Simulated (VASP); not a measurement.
Sb3As2:

```
CELL_PARAMETERS angstrom
3.43217 1.98157 6.24707
-3.43217 1.98157 6.24707
0.00000 -3.96313 6.24707
ATOMIC_POSITIONS crystal
Sb 0.05625 0.44375 0.75000
Sb 0.75000 0.05625 0.44375
Sb 0.44375 0.75000 0.05625
Sb 0.94375 0.55625 0.25000
Sb 0.25000 0.94375 0.55625
Sb 0.55625 0.25000 0.94375
As 0.85218 0.85218 0.85218
As 0.64782 0.64782 0.64782
As 0.14782 0.14782 0.14782
As 0.35218 0.35218 0.35218
```

* Program: VASP 6.6.1
* Task: relaxation of cell and atoms
* Functional: PBE
* Potentials or basis: VASP PAW PBE potentials, release 64 (Sb, As)
* Cutoff: 600 eV
* k mesh: 3 × 3 × 3
* Occupations: gaussian, width 0.1 eV
* Spin: no spin polarisation

At the start: pressure 8.9 GPa; volume 25.49 Å³/atom.

Question: How do energy, volume and symmetry change on relaxing?

Answer: Over 14 steps the energy falls by 112.1 meV/atom and the volume is 29.03 Å³/atom (+13.9 %); space group R-3c (No. 167, to 0.1 Å) before and after.

Step by step:
| step | energy change (eV) | largest force (eV/Å) | pressure (GPa) | volume (Å³) |
| --- | --- | --- | --- | --- |
| 1 | 0.0000 | 0.6014 | 8.93 | 254.92 |
| 2 | -0.8009 | 0.2871 | -3.06 | 310.93 |
| 3 | -0.9784 | 0.3533 | -0.30 | 291.83 |
| 4 | -1.0449 | 0.2267 | -0.15 | 290.93 |
| 5 | -1.1035 | 0.1327 | 0.45 | 288.67 |
| 6 | -1.1051 | 0.0689 | 0.32 | 289.04 |
| 7 | -1.1051 | 0.0792 | 0.34 | 288.99 |
| 8 | -1.1088 | 0.0785 | -0.23 | 292.20 |
| 9 | -1.1092 | 0.0789 | -0.11 | 291.47 |
| 10 | -1.1118 | 0.0762 | -0.08 | 291.21 |
| 11 | -1.1170 | 0.0686 | 0.01 | 290.40 |
| 12 | -1.1165 | 0.0572 | 0.19 | 288.71 |
| 13 | -1.1185 | 0.0635 | 0.10 | 289.57 |
| 14 | -1.1208 | 0.0379 | -0.05 | 290.27 |

Final structure:
```yaml
crystal:
  lattice:
    - [3.70091, 2.13672, 6.11773]
    - [-3.70091, 2.13672, 6.11773]
    - [0.00000, -4.27344, 6.11773]
  atoms:
    - { symbol: Sb, position: [0.04768, 0.45232, 0.75000] }
    - { symbol: Sb, position: [0.75000, 0.04768, 0.45232] }
    - { symbol: Sb, position: [0.45232, 0.75000, 0.04768] }
    - { symbol: Sb, position: [0.95232, 0.54768, 0.25000] }
    - { symbol: Sb, position: [0.25000, 0.95232, 0.54768] }
    - { symbol: Sb, position: [0.54768, 0.25000, 0.95232] }
    - { symbol: As, position: [0.85114, 0.85114, 0.85114] }
    - { symbol: As, position: [0.64886, 0.64886, 0.64886] }
    - { symbol: As, position: [0.14886, 0.14886, 0.14886] }
    - { symbol: As, position: [0.35114, 0.35114, 0.35114] }
```

Caveat: the k points lie up to 0.35 Å⁻¹ apart in the final cell.
